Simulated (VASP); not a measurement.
## Sc4Co7Ge6: single point with PBE

Crystal: Sc4Co7Ge6.

```
Sc Co Ge
1.0
    -3.92241    3.92241    3.92241
     3.92241   -3.92241    3.92241
     3.92241    3.92241   -3.92241
Sc Co Ge
4 7 6
Direct
  0.00000 0.00000 0.50000
  0.00000 0.50000 0.00000
  0.50000 0.00000 0.00000
  0.50000 0.50000 0.50000
  0.75000 0.25000 0.50000
  0.75000 0.50000 0.25000
  0.50000 0.25000 0.75000
  0.25000 0.50000 0.75000
  0.25000 0.75000 0.50000
  0.50000 0.75000 0.25000
  0.00000 0.00000 0.00000
  0.68302 0.68302 0.00000
  0.31698 0.00000 0.31698
  0.00000 0.31698 0.31698
  0.31698 0.31698 0.00000
  0.68302 0.00000 0.68302
  0.00000 0.68302 0.68302
```

```yaml
Program: VASP 6.6.1
Task: single point
Functional: PBE
Potentials_or_basis: VASP PAW PBE potentials, release 64 (Sc_sv, Co, Ge_d)
Cutoff: 520 eV
k_mesh: 6 × 6 × 6
Occupations: gaussian, width 0.1 eV
Spin: no spin polarisation
```

The pressure is 0.2 GPa. The largest force is 0.007 eV/Å and the band gap on the k mesh is zero (an odd number of electrons rules out a gap without spin polarisation).

Forces on the atoms (eV/Å):
```
Sc   0.000  0.000  0.000
Sc   0.000  0.000  0.000
Sc   0.000  0.000  0.000
Sc   0.000  0.000  0.000
Co   0.000  0.000  0.000
Co   0.000  0.000  0.000
Co   0.000  0.000  0.000
Co   0.000  0.000  0.000
Co   0.000  0.000  0.000
Co   0.000  0.000  0.000
Co   0.000  0.000  0.000
Ge   0.000  0.000 -0.007
Ge   0.000  0.007  0.000
Ge   0.007  0.000  0.000
Ge   0.000  0.000  0.007
Ge   0.000 -0.007  0.000
Ge  -0.007  0.000  0.000
```

Levels at points of the mesh, in eV from the Fermi level:
```tsv
k point	band 92	band 93	band 94	band 95	band 96	band 97	band 98	band 99
(0.00, 0.00, 0.00)	-0.46	-0.35	-0.35	-0.35	-0.34	-0.30	0.99	0.99
(0.50, 0.00, 0.00)	-0.51	-0.41	-0.23	-0.11	0.14	0.30	0.48	0.94
(0.50, 0.50, 0.50)	-0.35	-0.35	-0.35	0.26	0.26	0.26	0.56	0.56
```

Wall time 30 min on 1 thread of AMD EPYC 7R13 Processor (Zen 3) (shared host), peak memory 0.51 GiB.

Caveat: the run has no spin polarisation, though such a crystal can be magnetic. Spin polarisation is off, so any magnetic state and its effect on volume and gap are missing.
